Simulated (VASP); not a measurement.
# Na16H (a cell with a defect) in VASP: notebook

The runs below take Na16H (a cell with a defect) through single point, with PBE.

Program: VASP 6.6.1. These are calculated values, not measurements. Logs are shortened: lines on timing, memory, paths and dates and some standing lists are left out, and cuts for length are marked.

## Step 1: The cell of the first run

The cell holds a defect, 17 atoms: a = 8.460 Å, b = 8.460 Å, c = 8.460 Å, α = 90.00°, β = 90.00°, γ = 90.00°.

## Step 2: Single point, PBE

The input, INCAR:

```
SYSTEM = Na16H
ALGO     = Normal         ! electronic algorithm
EDIFF    = 1E-6           ! SCF threshold, eV
ENCUT    = 520            ! plane-wave cutoff, eV
GGA      = PE             ! functional
ISIF     = 2              ! what is computed and relaxed
ISMEAR   = 0              ! smearing method
LASPH    = .TRUE.         ! aspherical terms in the spheres
LCHARG   = .TRUE.         ! write CHGCAR
LELF     = .TRUE.         ! ELF
LREAL    = Auto         
LVHAR    = .TRUE.       
LWAVE    = .FALSE.        ! write WAVECAR
NBANDS   = 70             ! bands
NELM     = 60             ! most SCF steps
PREC     = Accurate       ! precision mode
SIGMA    = 0.15           ! smearing width, eV
```

The input, KPOINTS:

```
k-points
0
G
  2 2 2
  0 0 0
```

The input, POSCAR:

```
Na16H
1.0
    8.4600000000      0.0000000000      0.0000000000
    0.0000000000      8.4600000000      0.0000000000
    0.0000000000      0.0000000000      8.4600000000
Na H
16 1
Direct
   -0.0031159574      0.0063257683     -0.0002016548
    0.5082985816     -0.0102821513     -0.0002005910
    0.0090754137      0.4911874704     -0.0001858156
   -0.0148066194      0.0172275414      0.4998119385
    0.2636665485      0.2445091017      0.2478281324
    0.4962901891      0.5075683215     -0.0001841608
    0.5192907801      0.0066177305      0.4998108747
    0.7445072104      0.2538677305      0.2423384161
   -0.0141361702      0.4674695035      0.4997966903
    0.2426602837      0.7552226950      0.2509180851
    0.2636680851      0.2445268322      0.7517817967
    0.4950659574      0.5040212766      0.4997933806
    0.7564625296      0.7409625296      0.2498135934
    0.7445063830      0.2538841608      0.7572716312
    0.2426621749      0.7552065012      0.7486926714
    0.7564602837      0.7409475177      0.7497964539
    0.8151964539      0.2288373522      0.4998059102
```

Potentials or basis: VASP PAW PBE potentials, release 64 (Na_pv, H).

Started as:

```sh
> cat potpaw_PBE.64/Na_pv/POTCAR potpaw_PBE.64/H/POTCAR > POTCAR
> mpirun -np 1 vasp_std > vasp.out
```

OUTCAR:

```text
SYSTEM = Na16H
   EDIFF = 1E-6
   ENCUT = 520
   GGA = PE
   ISIF = 2
   ISMEAR = 0
   LASPH = .TRUE.
   LREAL = Auto
   NELM = 60
   PREC = Accurate

 ion  position               nearest neighbor table
   1  0.997  0.006  1.000-
   2  0.508  0.990  1.000-
   3  0.009  0.491  1.000-
   4  0.985  0.017  0.500-
   5  0.264  0.245  0.248-
   6  0.496  0.508  1.000-
[... 9 lines left out ...]
  16  0.756  0.741  0.750-
  17  0.815  0.229  0.500-

  LATTYP: Found a simple cubic cell.
 ALAT       =     8.4600000000

  Lattice vectors:

 A1 = (   8.4600000000,   0.0000000000,   0.0000000000)
 A2 = (   0.0000000000,   8.4600000000,   0.0000000000)
 A3 = (   0.0000000000,   0.0000000000,   8.4600000000)

Analysis of symmetry for initial positions (statically):
=====================================================================
 Subroutine PRICEL returns:
 Original cell was already a primitive cell.

 Routine SETGRP: Setting up the symmetry group for a
 simple cubic supercell.

 Subroutine GETGRP returns: Found  1 space group operations
 (whereof  1 operations were pure point group operations)
 out of a pool of 48 trial point group operations.

The static configuration has the point symmetry C_1 .

Analysis of symmetry for dynamics (positions and initial velocities):
=====================================================================
 Subroutine PRICEL returns:
 Original cell was already a primitive cell.

 Routine SETGRP: Setting up the symmetry group for a
 simple cubic supercell.

 Subroutine GETGRP returns: Found  1 space group operations
 (whereof  1 operations were pure point group operations)
 out of a pool of 48 trial point group operations.

The dynamic configuration has the point symmetry C_1 .

 Subroutine INISYM returns: Found  1 space group operations
 (whereof  1 operations are pure point group operations),
 and found     1 'primitive' translations

----------------------------------------------------------------------------------------

                                     Primitive cell

  volume of cell :     605.4957

  direct lattice vectors                    reciprocal lattice vectors
     8.460000000  0.000000000  0.000000000     0.118203310  0.000000000  0.000000000
     0.000000000  8.460000000  0.000000000     0.000000000  0.118203310  0.000000000
     0.000000000  0.000000000  8.460000000     0.000000000  0.000000000  0.118203310

  length of vectors
     8.460000000  8.460000000  8.460000000     0.118203310  0.118203310  0.118203310

  position of ions in fractional coordinates (direct lattice)
     0.996884043  0.006325768  0.999798345
     0.508298582  0.989717849  0.999799409
     0.009075414  0.491187470  0.999814184
     0.985193381  0.017227541  0.499811939
     0.263666548  0.244509102  0.247828132
     0.496290189  0.507568322  0.999815839
[... 9 lines left out ...]
     0.756460284  0.740947518  0.749796454
     0.815196454  0.228837352  0.499805910

  ion indices of the primitive-cell ions
   primitive index   ion index
                 1           1
                 2           2
                 3           3
                 4           4
                 5           5
                 6           6
[... 9 lines left out ...]
                16          16
                17          17

----------------------------------------------------------------------------------------

 KPOINTS: k-points

Automatic generation of k-mesh.
 Grid dimensions read from file:
 generate k-points for:    2    2    2

 Generating k-lattice:

  Cartesian coordinates                     Fractional coordinates (reciprocal lattice)
     0.059101655  0.000000000  0.000000000     0.500000000  0.000000000  0.000000000
     0.000000000  0.059101655  0.000000000     0.000000000  0.500000000  0.000000000
     0.000000000  0.000000000  0.059101655     0.000000000  0.000000000  0.500000000

  Length of vectors
     0.059101655  0.059101655  0.059101655

  Shift w.r.t. Gamma in fractional coordinates (k-lattice)
     0.000000000  0.000000000  0.000000000

 Subroutine IBZKPT returns following result:
 ===========================================

 Found      8 irreducible k-points:

 Following reciprocal coordinates:
            Coordinates               Weight
  0.000000  0.000000  0.000000      1.000000
  0.500000  0.000000  0.000000      1.000000
  0.000000  0.500000  0.000000      1.000000
  0.000000  0.000000  0.500000      1.000000
  0.500000  0.500000  0.000000      1.000000
  0.000000  0.500000  0.500000      1.000000
  0.500000  0.000000  0.500000      1.000000
  0.500000  0.500000  0.500000      1.000000
   k-points           NKPTS =      8   k-points in BZ     NKDIM =      8   number of bands    NBANDS=     70
   number of dos      NEDOS =    301   number of ions     NIONS =     17
   total plane-waves  NPLWV = 262144
   dimension x,y,z NGX =    64 NGY =   64 NGZ =   64
   dimension x,y,z NGXF=   128 NGYF=  128 NGZF=  128
   ions per type =              16   1
   NGX,Y,Z   is equivalent  to a cutoff of  12.58, 12.58, 12.58 a.u.
   NGXF,Y,Z  is equivalent  to a cutoff of  25.15, 25.15, 25.15 a.u.
 SYSTEM =  Na16H
   PREC   = accura    normal or accurate (medium, high low for compatibility)
   ISTART =      0    job   : 0-new  1-cont  2-samecut
   ICHARG =      2    charge: 1-file 2-atom 10-const
   ISPIN  =      1    spin polarized calculation?
   LNONCOLLINEAR =      F non collinear calculations
   LSORBIT =      F    spin-orbit coupling
   LASPH  =      T    aspherical Exc in radial PAW
   ENCUT  =  520.0 eV  38.22 Ry    6.18 a.u.  15.73 15.73 15.73*2*pi/ulx,y,z
   NELM   =     60;   NELMIN=  2; NELMDL= -5     # of ELM steps
   EDIFF  = 0.1E-05   stopping-criterion for ELM
   LREAL  =      T    real-space projection
   EDIFFG = 0.1E-04   stopping-criterion for IOM
   NSW    =      0    number of steps for IOM
   IBRION =     -1    ionic relax: 0-MD 1-quasi-New 2-CG
   NFREE  =      0    steps in history (QN), initial steepest desc. (CG)
   ISIF   =      2    stress and relaxation
   ISYM   =      2    0-nonsym 1-usesym 2-fastsym
   POTIM  = 0.5000    time-step for ionic-motion
   TEBEG  =    0.0;   TEEND  =   0.0 temperature during run
   PSTRESS=    0.0 pullay stress
   NELECT =     113.0000    total number of electrons
   NUPDOWN=      -1.0000    fix difference up-down
   EMIN   =  10.00;   EMAX   =-10.00  energy-range for DOS
   EFERMI =   0.00;   METHOD = LEGACY
   ISMEAR =     0;   SIGMA  =   0.15  broadening in eV -4-tet -1-fermi 0-gaus
   EFERMI_NEDOS =   21; number of points for ismear=-14 and -15
   IALGO  =     38    algorithm
   IMIX   =      4    mixing-type and parameters
     AMIX     =   0.40;   BMIX     =  1.00
     AMIX_MAG =   1.60;   BMIX_MAG =  1.00
  volume/ion in A,a.u.               =      35.62       240.36
  Fermi-wavevector in a.u.,A,eV,Ry     =   0.935543  1.767921 11.908383  0.875241
  Thomas-Fermi vector in A             =   2.062462
   LORBIT       =      0    0 simple, 1 ext, 2 COOP (PROOUT), +10 PAW based schemes
   GGA     = PE    functional components
   LHFCALC =     F    Hartree Fock is set to
   AEXX    =    0.0000 exact exchange contribution
   IVDW    =     0    specifies the selected vdW correction
   LEPSILON=     F    determine dielectric tensor
   LRPA    =     F    only Hartree local field effects (RPA)
 non-spin polarized calculation
 Gauss-broadening in eV      SIGMA  =   0.15
  energy-cutoff  :      520.00
  volume of cell :      605.50
 maximum number of plane-waves:     16384
 NGX is ok and might be reduce to    64
   NGX = 31   NGY = 31   NGZ = 31

 number of electron     113.0000000 magnetization

 Free energy of the ion-electron system (eV)
  ---------------------------------------------------
  ext. energy  EPLUGINS =         0.00000000
  ---------------------------------------------------
  free energy    TOTEN  =       -24.01454224 eV

  energy without entropy =      -23.81083371  energy(sigma->0) =      -23.91268797

 E-fermi :   0.1677     XC(G=0):  -6.4719

 val. band max:        0.0018689572   @ k =   0.0000   0.0000   0.0000
 cond. band min:       0.1748992198   @ k =   0.5000   0.5000   0.0000
 fundamental gap:      0.1730302626
 Fermi energy:         0.1677357216

 k-point     1 :       0.0000    0.0000    0.0000
  band No.  band energies     occupation
      1     -24.7496      2.00000
      2     -24.7461      2.00000
      3     -24.7455      2.00000
      4     -24.7406      2.00000
      5     -24.7283      2.00000
      6     -24.7280      2.00000
[... 60 lines left out ...]
     67       1.4790      0.00000
     68       2.4495      0.00000

 k-point     2 :       0.5000    0.0000    0.0000
  band No.  band energies     occupation
      1     -24.7496      2.00000
      2     -24.7460      2.00000
      3     -24.7455      2.00000
      4     -24.7405      2.00000
      5     -24.7282      2.00000
      6     -24.7279      2.00000
[... 60 lines left out ...]
     67       1.9964      0.00000
     68       2.0110      0.00000

 k-point     3 :       0.0000    0.5000    0.0000
  band No.  band energies     occupation
      1     -24.7492      2.00000
      2     -24.7458      2.00000
      3     -24.7455      2.00000
      4     -24.7411      2.00000
      5     -24.7282      2.00000
      6     -24.7282      2.00000
[... 60 lines left out ...]
     67       1.9983      0.00000
     68       2.0149      0.00000

 k-point     4 :       0.0000    0.0000    0.5000
  band No.  band energies     occupation
      1     -24.7496      2.00000
      2     -24.7461      2.00000
      3     -24.7455      2.00000
      4     -24.7405      2.00000
      5     -24.7282      2.00000
      6     -24.7280      2.00000
[... 60 lines left out ...]
     67       1.9772      0.00000
     68       1.9823      0.00000

 k-point     5 :       0.5000    0.5000    0.0000
  band No.  band energies     occupation
      1     -24.7491      2.00000
      2     -24.7458      2.00000
      3     -24.7455      2.00000
      4     -24.7410      2.00000
      5     -24.7282      2.00000
      6     -24.7281      2.00000
[... 60 lines left out ...]
     67       2.5062      0.00000
     68       2.5442      0.00000

 k-point     6 :       0.0000    0.5000    0.5000
  band No.  band energies     occupation
      1     -24.7492      2.00000
      2     -24.7458      2.00000
      3     -24.7455      2.00000
      4     -24.7410      2.00000
      5     -24.7282      2.00000
      6     -24.7282      2.00000
[... 60 lines left out ...]
     67       2.5062      0.00000
     68       2.5323      0.00000

 k-point     7 :       0.5000    0.0000    0.5000
  band No.  band energies     occupation
      1     -24.7496      2.00000
      2     -24.7460      2.00000
      3     -24.7455      2.00000
      4     -24.7405      2.00000
      5     -24.7282      2.00000
      6     -24.7279      2.00000
[... 60 lines left out ...]
     67       2.5027      0.00000
     68       2.5275      0.00000

 k-point     8 :       0.5000    0.5000    0.5000
  band No.  band energies     occupation
      1     -24.7491      2.00000
      2     -24.7458      2.00000
      3     -24.7454      2.00000
      4     -24.7410      2.00000
      5     -24.7282      2.00000
      6     -24.7281      2.00000
[... 60 lines left out ...]
     67       2.4976      0.00000
     68       2.5087      0.00000
 [bands above 68 left out]

------------------------ aborting loop because EDIFF is reached ----------------------------------------

  FORCE on cell =-STRESS in cart. coord.  units (eV):
  Direction    XX          YY          ZZ          XY          YZ          ZX
  --------------------------------------------------------------------------------------
  -------------------------------------------------------------------------------------
  Total       -0.6826132     -0.6914718     -0.4835926     -0.2237981      0.0000966     -0.0000892
  in kB       -1.8062345     -1.8296751     -1.2796143     -0.5921830      0.0002557     -0.0002360
  external PRESSURE =      -1.6385080 kB  Pullay stress =       0.0000000 kB

 VOLUME and BASIS-vectors are now :
 -----------------------------------------------------------------------------
  energy-cutoff  :      520.00
  volume of cell :      605.50
      direct lattice vectors                 reciprocal lattice vectors
     8.460000000  0.000000000  0.000000000     0.118203310  0.000000000  0.000000000
     0.000000000  8.460000000  0.000000000     0.000000000  0.118203310  0.000000000
     0.000000000  0.000000000  8.460000000     0.000000000  0.000000000  0.118203310

 POSITION                                       TOTAL-FORCE (eV/Angst)
 -----------------------------------------------------------------------------------
      8.43364      0.05352      8.45829         0.006418     -0.004136     -0.000066
      4.30021      8.37301      8.45830        -0.006035     -0.010408     -0.000068
      0.07678      4.15545      8.45843         0.002388      0.000790      0.000007
      8.33474      0.14575      4.22841        -0.006907      0.009995      0.000008
      2.23062      2.06855      2.09663         0.002671     -0.003329     -0.001252
      4.19861      4.29403      8.45844        -0.002052      0.007460      0.000099
[... 9 lines left out ...]
      6.39965      6.26842      6.34328         0.002136      0.003497     -0.003944
      6.89656      1.93596      4.22836         0.021903      0.047002      0.000013
 -----------------------------------------------------------------------------------
    total drift:                                0.000296     -0.002037     -0.000145

  FREE ENERGIE OF THE ION-ELECTRON SYSTEM (eV)
  ---------------------------------------------------
  free  energy   TOTEN  =       -24.0145422381 eV

  energy  without entropy=      -23.8108337083  energy(sigma->0) =      -23.91268797
```

Wall time 10 min (1 thread of AMD EPYC 7R13, shared host); peak memory 0.64 GiB.

Results:

```yaml
Free_energy: -24.0145 eV
Pressure: -0.2 GPa
Largest_force: 0.052 eV/Å
Band_gap_on_the_k_mesh: zero (an odd number of electrons rules out a gap without spin polarisation)
```

Forces on the atoms (eV/Å):
```
Na   0.006 -0.004  0.000
Na  -0.006 -0.010  0.000
Na   0.002  0.001  0.000
Na  -0.007  0.010  0.000
Na   0.003 -0.003 -0.001
Na  -0.002  0.007  0.000
Na  -0.009 -0.006  0.000
Na  -0.003 -0.004 -0.010
Na  -0.009 -0.014  0.000
Na  -0.005 -0.004  0.014
Na   0.003 -0.003  0.001
Na   0.009 -0.014  0.000
Na   0.002  0.003  0.004
Na  -0.003 -0.004  0.010
Na  -0.006 -0.004 -0.014
Na   0.002  0.003 -0.004
H    0.022  0.047  0.000
```

Caveat: the k points lie up to 0.37 Å⁻¹ apart, too coarse for converged energies and pressures of a metal.

## Step 3: Single point, PBE

The input, INCAR:

```
SYSTEM = Na16H
  PREC = Accurate
  ENCUT = 520
  EDIFF = 1E-6
  ISMEAR = 0
  SIGMA = 0.15
  LREAL = Auto
  LASPH = .TRUE.
  NELM = 100
  ALGO = Normal
  ISIF = 2
  LWAVE = .FALSE.
  LCHARG = .FALSE.
  GGA = PE
  NBANDS = 70
```

The input, KPOINTS:

```
Automatic mesh
0
G
  2 2 2
  0 0 0
```

The input, POSCAR:

```
Na16H
1.0
    8.4600000000      0.0000000000      0.0000000000
    0.0000000000      8.4600000000      0.0000000000
    0.0000000000      0.0000000000      8.4600000000
Na H
16 1
Direct
   -0.0061307329      0.0032360520     -0.0003624113
    0.5089897163     -0.0085783688     -0.0003615839
    0.0108235225      0.4917838061     -0.0003460993
   -0.0173052009      0.0145619385      0.4996511820
    0.2590723404      0.2434431442      0.2500346336
    0.4922555556      0.5034108747     -0.0003449173
    0.5329760047      0.0141825059      0.4996503546
    0.7464884161      0.2557394799      0.2422832151
   -0.0062505910      0.4814147754      0.4996348700
    0.2451803783      0.7576483452      0.2507185579
    0.2590734043      0.2434609929      0.7492541371
    0.4961489362      0.5050951537      0.4996326241
    0.7554555556      0.7362960993      0.2472891253
    0.7464877069      0.2557560284      0.7570049645
    0.2451817967      0.7576316785      0.7485706856
    0.7554536643      0.7362802600      0.7519989362
    0.7711102837      0.1845244681      0.4996463357
```

Potentials or basis: VASP PAW PBE potentials, release 64 (Na_pv, H).

Started as:

```sh
> cat potpaw_PBE.64/Na_pv/POTCAR potpaw_PBE.64/H/POTCAR > POTCAR
> mpirun -np 1 vasp_std > vasp.out
```

It took 11 min on 1 thread of AMD EPYC 7R13, shared host; peak memory 0.65 GiB.

Results (log left out):

```
Free energy            : -24.0149 eV
Pressure               : -0.2 GPa
Largest force          : 0.052 eV/Å
Band gap on the k mesh : zero (an odd number of electrons rules out a gap without spin polarisation)
```

Forces on the atoms (eV/Å):
```
Na   0.004 -0.006  0.000
Na  -0.001 -0.002  0.000
Na   0.010  0.006  0.000
Na  -0.010  0.007  0.000
Na  -0.003 -0.002  0.004
Na  -0.007  0.003  0.000
Na   0.014  0.008  0.000
Na   0.004  0.003 -0.009
Na   0.006  0.009  0.000
Na   0.004  0.005  0.014
Na  -0.004 -0.002 -0.004
Na   0.013 -0.008  0.000
Na   0.004 -0.003 -0.001
Na   0.004  0.003  0.010
Na   0.004  0.006 -0.014
Na   0.003 -0.003  0.001
H   -0.047 -0.023  0.000
```

Stress tensor (GPa, compression positive):
```
-0.18 -0.06  0.00
-0.06 -0.18  0.00
 0.00  0.00 -0.13
```

Levels at points of the mesh, in eV from the Fermi level:
| k point | band 54 | band 55 | band 56 | band 57 | band 58 | band 59 |
| --- | --- | --- | --- | --- | --- | --- |
| (0.00, 0.00, 0.00) | -0.99 | -0.95 | -0.17 | 0.86 | 0.87 | 0.87 |
| (0.50, 0.00, 0.00) | -0.47 | -0.47 | -0.45 | -0.45 | -0.42 | 0.51 |
| (0.00, 0.50, 0.00) | -0.47 | -0.47 | -0.45 | -0.45 | -0.42 | 0.50 |
| (0.00, 0.00, 0.50) | -0.47 | -0.47 | -0.47 | -0.47 | -0.46 | 0.61 |
| (0.50, 0.50, 0.00) | 0.01 | 0.03 | 0.04 | 0.04 | 0.04 | 0.08 |
| (0.00, 0.50, 0.50) | 0.01 | 0.03 | 0.03 | 0.04 | 0.05 | 0.07 |
| (0.50, 0.00, 0.50) | 0.02 | 0.02 | 0.03 | 0.05 | 0.06 | 0.08 |
| (0.50, 0.50, 0.50) | -1.51 | -1.50 | -1.44 | 0.16 | 2.27 | 2.27 |

Caveat: the k points lie up to 0.37 Å⁻¹ apart, too coarse for converged energies and pressures of a metal.

The gap in the log of VASP goes by the Fermi energy; the results here count the filled bands.